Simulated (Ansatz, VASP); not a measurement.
**BN: VASP beside Ansatz**

```xyz
4
Lattice="2.5546 0.0000 0.0000 -1.2773 2.2123 0.0000 0.0000 0.0000 4.2245" Properties=species:S:1:pos:R:3 pbc="T T T"
B     1.2773    0.7374    4.2237
B     0.0000    1.4749    2.1114
N     1.0523    0.7374    2.8661
N     0.0000    1.4749    0.5289
```

Alike in both runs: task single point; functional PBE; k mesh 12 × 12 × 6; occupations gaussian, width 0.05 eV; no spin polarisation.

|  | VASP | Ansatz |
| --- | --- | --- |
| version | VASP 6.6.1 | Ansatz 0.2.0 |
| potentials or method | VASP PAW PBE potentials, release 64 (B, N), cutoff 520 eV | scalar-relativistic, plane waves, PAW |
| valence electrons in the cell | 16 | 16 |

```tsv
	VASP	Ansatz	Ansatz less VASP
gap on the k mesh at the Fermi level (eV)	2.70	2.72	+0.013
least direct gap on the mesh (eV)	6.42	6.43	+0.002
pressure (GPa)	14.2	14.1	-0.18
traceless stress, the component that is largest in VASP (GPa)	10.56	10.40	-0.161
rms of the force components (eV/Å)	3.347	3.342	-0.0048
```

Atom by atom the forces differ by 0.007 eV/Å (rms over components). With one functional, cell and mesh, what is left measures potentials, basis and numerics.
